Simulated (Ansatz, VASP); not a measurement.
**AgCl in VASP and in Ansatz**

```
Ag Cl
1.0
     0.00000    2.80520    2.80520
     2.80520    0.00000    2.80520
     2.80520    2.80520    0.00000
Ag Cl
1 1
Direct
  0.00000 0.00000 0.00000
  0.50000 0.50000 0.50000
```

Alike in both runs: task electric field gradients; functional PBE; k mesh 12 × 12 × 12; occupations fermi-dirac, width 0.08 eV; no spin polarisation.

|  | VASP | Ansatz |
| --- | --- | --- |
| version | VASP 6.6.1 | Ansatz 0.2.0 |
| potentials or method | VASP PAW PBE potentials, release 64 (Ag, Cl), cutoff 520 eV | all-electron PAW with datasets made for the crystal, scalar-relativistic |

VASP gave:

| Quantity | Value |
| --- | --- |
| pressure (GPa) | -0.1 |

Question: Which values does Ansatz return?

Answer: Pressure (GPa): 0.0.

Ansatz ran all-electron here, and VASP with PAW potentials.
